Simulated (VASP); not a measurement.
System: WS2, a slab with vacuum.

```
CELL_PARAMETERS angstrom
3.18295 0.00000 0.00000
-1.59148 2.75652 0.00000
0.00000 0.00000 28.53222
ATOMIC_POSITIONS crystal
W 0.66667 0.33333 0.43436
W 0.66667 0.33333 0.88553
W 0.00000 0.00000 0.65929
S 0.66667 0.33333 0.60463
S 0.00000 0.00000 0.37971
S 0.00000 0.00000 0.83085
S 0.66667 0.33333 0.71395
S 0.00000 0.00000 0.48903
S 0.00000 0.00000 0.94019
```

Base run:

* Program: VASP 6.6.1
* Functional: r2SCAN
* Potentials or basis: VASP PAW PBE potentials, release 64 (W_sv, S)
* Cutoff: 520 eV
* k mesh: 7 × 7 × 1
* Occupations: fermi-dirac, width 0.05 eV
* Spin: no spin polarisation
* Hubbard terms: W d U = 5.0 eV

Its results: band gap on the k mesh 1.63 eV (least direct gap 2.44 eV); largest force 0.494 eV/Å.

**Question.** The run is repeated on the same cell with these changes: hubbard terms from W d U = 5.0 eV to W d U = 8.0 eV. What comes out?

**Answer.** Band gap on the k mesh 1.71 eV (least direct gap 2.33 eV); largest force 0.832 eV/Å.

Caveats: there is no dipole correction, which matters where the two faces differ; the PAW data sets were made with another functional, which shifts forces and pressure a little; spin-orbit coupling is left out, which moves the levels of the heavy elements.

A k mesh can miss the band edges.
